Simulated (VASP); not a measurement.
# TiTe2 (fluorite type) (Fm-3m) in VASP: single point with PBE

Aim: the single point of TiTe2 (fluorite type) with PBE.

Everything below comes from runs of VASP 6.6.1. Logs are shortened: lines on timing, memory, paths and dates and some standing lists are left out, and cuts for length are marked.

## (1) The cell of the first run

Symmetry: Fm-3m, No. 225, cubic system. The conventional cell has a = 6.884 Å, b = 6.884 Å, c = 6.884 Å, α = 90.00°, β = 90.00°, γ = 90.00°. Within 3.9 Å of Ti (site symmetry m-3m) lie 8 Te at 2.98 Å. Within 3.9 Å of Te (site symmetry -43m) lie 4 Ti at 2.98 Å and 6 Te at 3.44 Å.

## (2) Single point, PBE

INCAR reads:

```
SYSTEM = TiTe2
PREC = Accurate
ENCUT = 520
EDIFF = 1E-6
ISMEAR = -1
SIGMA = 0.03
LREAL = .FALSE.
LASPH = .TRUE.
NELM = 80
ALGO = Normal
ISIF = 2
LWAVE = .FALSE.
LCHARG = .FALSE.
GGA = PE
NBANDS = 19
```

KPOINTS reads:

```
regular mesh
0
G
  10 10 10
  0 0 0
```

POSCAR reads:

```
TiTe2
1.0
    0.0000000000      3.4420608922      3.4420608922
    3.4420608922      0.0000000000      3.4420608922
    3.4420608922      3.4420608922      0.0000000000
Ti Te
1 2
Direct
    0.0000000000      0.0000000000      0.0000000000
    0.2500000000      0.2500000000      0.2500000000
    0.7500000000      0.7500000000      0.7500000000
```

Potentials or basis: VASP PAW PBE potentials, release 64 (Ti_sv, Te).

On the command line:

```
> cat potpaw_PBE.64/Ti_sv/POTCAR potpaw_PBE.64/Te/POTCAR > POTCAR
> mpirun -np 1 vasp_std > vasp.out
```

OUTCAR:

```text
SYSTEM = TiTe2
   PREC = Accurate
   ENCUT = 520
   EDIFF = 1E-6
   ISMEAR = -1
   LREAL = .FALSE.
   LASPH = .TRUE.
   NELM = 80
   ISIF = 2
   GGA = PE

 ion  position               nearest neighbor table
   1  0.000  0.000  0.000-   3 2.98   3 2.98   3 2.98   2 2.98   3 2.98   2 2.98   2 2.98   2 2.98

   2  0.250  0.250  0.250-   1 2.98   1 2.98   1 2.98   1 2.98   3 3.44   3 3.44   3 3.44   3 3.44
                             3 3.44   3 3.44
   3  0.750  0.750  0.750-   1 2.98   1 2.98   1 2.98   1 2.98   2 3.44   2 3.44   2 3.44   2 3.44
                             2 3.44   2 3.44

  LATTYP: Found a face centered cubic cell.
 ALAT       =     6.8841217844

  Lattice vectors:

 A1 = (   0.0000000000,   3.4420608922,   3.4420608922)
 A2 = (   3.4420608922,   0.0000000000,   3.4420608922)
 A3 = (   3.4420608922,   3.4420608922,   0.0000000000)

Analysis of symmetry for initial positions (statically):
=====================================================================
 Subroutine PRICEL returns:
 Original cell was already a primitive cell.

 Routine SETGRP: Setting up the symmetry group for a
 face centered cubic supercell.

 Subroutine GETGRP returns: Found 48 space group operations
 (whereof 48 operations were pure point group operations)
 out of a pool of 48 trial point group operations.

The static configuration has the point symmetry O_h .

Analysis of symmetry for dynamics (positions and initial velocities):
=====================================================================
 Subroutine PRICEL returns:
 Original cell was already a primitive cell.

 Routine SETGRP: Setting up the symmetry group for a
 face centered cubic supercell.

 Subroutine GETGRP returns: Found 48 space group operations
 (whereof 48 operations were pure point group operations)
 out of a pool of 48 trial point group operations.

The dynamic configuration has the point symmetry O_h .

 Subroutine INISYM returns: Found 48 space group operations
 (whereof 48 operations are pure point group operations),
 and found     1 'primitive' translations

----------------------------------------------------------------------------------------

                                     Primitive cell

  volume of cell :      81.5616

  direct lattice vectors                    reciprocal lattice vectors
     0.000000000  3.442060892  3.442060892    -0.145261811  0.145261811  0.145261811
     3.442060892  0.000000000  3.442060892     0.145261811 -0.145261811  0.145261811
     3.442060892  3.442060892  0.000000000     0.145261811  0.145261811 -0.145261811

  length of vectors
     4.867809196  4.867809196  4.867809196     0.251600838  0.251600838  0.251600838

  position of ions in fractional coordinates (direct lattice)
     0.000000000  0.000000000  0.000000000
     0.250000000  0.250000000  0.250000000
     0.750000000  0.750000000  0.750000000

  ion indices of the primitive-cell ions
   primitive index   ion index
                 1           1
                 2           2
                 3           3

----------------------------------------------------------------------------------------

 KPOINTS: regular mesh

Automatic generation of k-mesh.
 Grid dimensions read from file:
 generate k-points for:   10   10   10

 Generating k-lattice:

  Cartesian coordinates                     Fractional coordinates (reciprocal lattice)
    -0.014526181  0.014526181  0.014526181     0.100000000  0.000000000  0.000000000
     0.014526181 -0.014526181  0.014526181     0.000000000  0.100000000  0.000000000
     0.014526181  0.014526181 -0.014526181     0.000000000  0.000000000  0.100000000

  Length of vectors
     0.025160084  0.025160084  0.025160084

  Shift w.r.t. Gamma in fractional coordinates (k-lattice)
     0.000000000  0.000000000  0.000000000

 Subroutine IBZKPT returns following result:
 ===========================================

 Found     47 irreducible k-points:

 Following reciprocal coordinates:
            Coordinates               Weight
  0.000000  0.000000  0.000000      1.000000
  0.100000  0.000000  0.000000      8.000000
  0.200000  0.000000  0.000000      8.000000
  0.300000  0.000000  0.000000      8.000000
  0.400000  0.000000  0.000000      8.000000
  0.500000  0.000000  0.000000      4.000000
[... 16 lines left out ...]
  0.300000  0.300000  0.000000      6.000000
  0.400000  0.300000  0.000000     24.000000
 [... further k-points ...]
   k-points           NKPTS =     47   k-points in BZ     NKDIM =     47   number of bands    NBANDS=     19
   number of dos      NEDOS =    301   number of ions     NIONS =      3
   total plane-waves  NPLWV =  46656
   dimension x,y,z NGX =    36 NGY =   36 NGZ =   36
   dimension x,y,z NGXF=    72 NGYF=   72 NGZF=   72
   ions per type =               1   2
   NGX,Y,Z   is equivalent  to a cutoff of  12.29, 12.29, 12.29 a.u.
   NGXF,Y,Z  is equivalent  to a cutoff of  24.59, 24.59, 24.59 a.u.
 SYSTEM =  TiTe2
   PREC   = accura    normal or accurate (medium, high low for compatibility)
   ISTART =      0    job   : 0-new  1-cont  2-samecut
   ICHARG =      2    charge: 1-file 2-atom 10-const
   ISPIN  =      1    spin polarized calculation?
   LNONCOLLINEAR =      F non collinear calculations
   LSORBIT =      F    spin-orbit coupling
   LASPH  =      T    aspherical Exc in radial PAW
   ENCUT  =  520.0 eV  38.22 Ry    6.18 a.u.   9.05  9.05  9.05*2*pi/ulx,y,z
   NELM   =     80;   NELMIN=  2; NELMDL= -5     # of ELM steps
   EDIFF  = 0.1E-05   stopping-criterion for ELM
   LREAL  =      F    real-space projection
   EDIFFG = 0.1E-04   stopping-criterion for IOM
   NSW    =      0    number of steps for IOM
   IBRION =     -1    ionic relax: 0-MD 1-quasi-New 2-CG
   NFREE  =      0    steps in history (QN), initial steepest desc. (CG)
   ISIF   =      2    stress and relaxation
   ISYM   =      2    0-nonsym 1-usesym 2-fastsym
   POTIM  = 0.5000    time-step for ionic-motion
   TEBEG  =    0.0;   TEEND  =   0.0 temperature during run
   PSTRESS=    0.0 pullay stress
   NELECT =      24.0000    total number of electrons
   NUPDOWN=      -1.0000    fix difference up-down
   EMIN   =  10.00;   EMAX   =-10.00  energy-range for DOS
   EFERMI =   0.00;   METHOD = LEGACY
   ISMEAR =    -1;   SIGMA  =   0.03  broadening in eV -4-tet -1-fermi 0-gaus
   EFERMI_NEDOS =   21; number of points for ismear=-14 and -15
   IALGO  =     38    algorithm
   IMIX   =      4    mixing-type and parameters
     AMIX     =   0.40;   BMIX     =  1.00
     AMIX_MAG =   1.60;   BMIX_MAG =  1.00
  volume/ion in A,a.u.               =      27.19       183.47
  Fermi-wavevector in a.u.,A,eV,Ry     =   1.088888  2.057701 16.132127  1.185678
  Thomas-Fermi vector in A             =   2.225080
   LORBIT       =      0    0 simple, 1 ext, 2 COOP (PROOUT), +10 PAW based schemes
   GGA     = PE    functional components
   LHFCALC =     F    Hartree Fock is set to
   AEXX    =    0.0000 exact exchange contribution
   IVDW    =     0    specifies the selected vdW correction
   LEPSILON=     F    determine dielectric tensor
   LRPA    =     F    only Hartree local field effects (RPA)
 non-spin polarized calculation
  energy-cutoff  :      520.00
  volume of cell :       81.56
 maximum number of plane-waves:      2210
   NGX = 19   NGY = 19   NGZ = 19

 number of electron      23.9999994 magnetization

 Free energy of the ion-electron system (eV)
  ---------------------------------------------------
  ext. energy  EPLUGINS =         0.00000000
  ---------------------------------------------------
  free energy    TOTEN  =       -15.05228054 eV

  energy without entropy =      -15.03437606  energy(sigma->0) =      -15.04332830

 E-fermi :   7.3330     XC(G=0):  -9.7542

 val. band max:        7.3308054155   @ k =  -0.4000   0.4000   0.1000
 cond. band min:       7.3462145914   @ k =  -0.1000   0.1000   0.0000
 fundamental gap:      0.0154091759
 Fermi energy:         7.3329711910

 k-point     1 :       0.0000    0.0000    0.0000
  band No.  band energies     occupation
      1     -50.4656      2.00000
      2     -26.7171      2.00000
      3     -26.7171      2.00000
      4     -26.7171      2.00000
      5      -5.8331      2.00000
      6      -2.0527      2.00000
[... 11 lines left out ...]
     18      10.3039      0.00000
     19      10.3039      0.00000

 k-point     2 :       0.1000    0.0000    0.0000
  band No.  band energies     occupation
      1     -50.4656      2.00000
      2     -26.7175      2.00000
      3     -26.7172      2.00000
      4     -26.7172      2.00000
      5      -5.7603      2.00000
      6      -2.2028      2.00000
[... 11 lines left out ...]
     18      10.6186      0.00000
     19      10.6187      0.00000

 k-point     3 :       0.2000    0.0000    0.0000
  band No.  band energies     occupation
      1     -50.4656      2.00000
      2     -26.7185      2.00000
      3     -26.7173      2.00000
      4     -26.7173      2.00000
      5      -5.5466      2.00000
      6      -2.5916      2.00000
[... 11 lines left out ...]
     18      11.2913      0.00000
     19      11.2979      0.00000

 k-point     4 :       0.3000    0.0000    0.0000
  band No.  band energies     occupation
      1     -50.4655      2.00000
      2     -26.7197      2.00000
      3     -26.7175      2.00000
      4     -26.7175      2.00000
      5      -5.2062      2.00000
      6      -3.1082      2.00000
[... 11 lines left out ...]
     18      11.6834      0.00000
     19      12.1574      0.00000

 k-point     5 :       0.4000    0.0000    0.0000
  band No.  band energies     occupation
      1     -50.4655      2.00000
      2     -26.7207      2.00000
      3     -26.7177      2.00000
      4     -26.7176      2.00000
      5      -4.7633      2.00000
      6      -3.6700      2.00000
[... 11 lines left out ...]
     18      12.3008      0.00000
     19      13.0802      0.00000

 k-point     6 :       0.5000    0.0000    0.0000
  band No.  band energies     occupation
      1     -50.4655      2.00000
      2     -26.7211      2.00000
      3     -26.7177      2.00000
      4     -26.7177      2.00000
      5      -4.3159      2.00000
      6      -4.1582      2.00000
[... 11 lines left out ...]
     18      13.1640      0.00000
     19      13.2183      0.00000

 k-point     7 :       0.1000    0.1000    0.0000
  band No.  band energies     occupation
      1     -50.4656      2.00000
      2     -26.7175      2.00000
      3     -26.7172      2.00000
      4     -26.7172      2.00000
      5      -5.7366      2.00000
      6      -2.2424      2.00000
[... 11 lines left out ...]
     18      10.1610      0.00000
     19      11.0258      0.00000

 k-point     8 :       0.2000    0.1000    0.0000
  band No.  band energies     occupation
      1     -50.4656      2.00000
      2     -26.7183      2.00000
      3     -26.7174      2.00000
      4     -26.7174      2.00000
      5      -5.5717      2.00000
      6      -2.5264      2.00000
[... 256 lines left out ...]
 k-point    20 :      -0.4000    0.2000    0.0000
  band No.  band energies     occupation
      1     -50.4655      2.00000
      2     -26.7206      2.00000
      3     -26.7187      2.00000
      4     -26.7179      2.00000
      5      -4.2880      2.00000
      6      -4.0176      2.00000
[... 11 lines left out ...]
     18      11.9211      0.00000
     19      12.7941      0.00000

 k-point    21 :      -0.3000    0.2000    0.0000
  band No.  band energies     occupation
      1     -50.4655      2.00000
      2     -26.7202      2.00000
      3     -26.7186      2.00000
      4     -26.7177      2.00000
      5      -4.7270      2.00000
      6      -3.5787      2.00000
[... 11 lines left out ...]
     18      11.6666      0.00000
     19      12.5552      0.00000

 k-point    22 :      -0.2000    0.2000    0.0000
  band No.  band energies     occupation
      1     -50.4655      2.00000
      2     -26.7195      2.00000
      3     -26.7182      2.00000
      4     -26.7175      2.00000
      5      -5.1061      2.00000
      6      -3.1678      2.00000
[... 11 lines left out ...]
     18      11.3282      0.00000
     19      11.8109      0.00000

 k-point    23 :       0.3000    0.3000    0.0000
  band No.  band energies     occupation
      1     -50.4655      2.00000
      2     -26.7198      2.00000
      3     -26.7180      2.00000
      4     -26.7180      2.00000
      5      -5.0611      2.00000
      6      -3.0573      2.00000
[... 11 lines left out ...]
     18      10.0586      0.00000
     19      12.8700      0.00000

 k-point    24 :       0.4000    0.3000    0.0000
  band No.  band energies     occupation
      1     -50.4655      2.00000
      2     -26.7204      2.00000
      3     -26.7183      2.00000
      4     -26.7182      2.00000
      5      -4.8065      2.00000
      6      -3.2882      2.00000
[... 11 lines left out ...]
     18      10.2789      0.00000
     19      13.3993      0.00000

 [... further k-points ...]
[... 5 lines left out ...]
  --------------------------------------------------------------------------------------
  -------------------------------------------------------------------------------------
  Total        0.0252601      0.0252601      0.0252601      0.0000000     -0.0000000      0.0000000
  in kB        0.4962043      0.4962043      0.4962043      0.0000000     -0.0000000      0.0000000
  external PRESSURE =       0.4962043 kB  Pullay stress =       0.0000000 kB

 VOLUME and BASIS-vectors are now :
 -----------------------------------------------------------------------------
  energy-cutoff  :      520.00
  volume of cell :       81.56
      direct lattice vectors                 reciprocal lattice vectors
     0.000000000  3.442060892  3.442060892    -0.145261811  0.145261811  0.145261811
     3.442060892  0.000000000  3.442060892     0.145261811 -0.145261811  0.145261811
     3.442060892  3.442060892  0.000000000     0.145261811  0.145261811 -0.145261811

 POSITION                                       TOTAL-FORCE (eV/Angst)
 -----------------------------------------------------------------------------------
      0.00000      0.00000      0.00000        -0.000000     -0.000000     -0.000000
      1.72103      1.72103      1.72103        -0.000000     -0.000000     -0.000000
      5.16309      5.16309      5.16309         0.000000      0.000000      0.000000
 -----------------------------------------------------------------------------------
    total drift:                               -0.000000      0.000000      0.000000

  FREE ENERGIE OF THE ION-ELECTRON SYSTEM (eV)
  ---------------------------------------------------
  free  energy   TOTEN  =       -15.0522805404 eV

  energy  without entropy=      -15.0343760644  energy(sigma->0) =      -15.04332830
```

It took 29 s on 1 thread of Intel Xeon 6975P-C (Granite Rapids), shared host; peak memory 0.25 GiB.

Results:

```
Free energy            : -15.0523 eV
Pressure               : 0.0 GPa
Band gap on the k mesh : zero (band 12 reaches 7.48 eV, above the bottom of band 13 at 7.19 eV)
```

Caveat: spin-orbit coupling is left out, which moves the levels of the heavy elements.
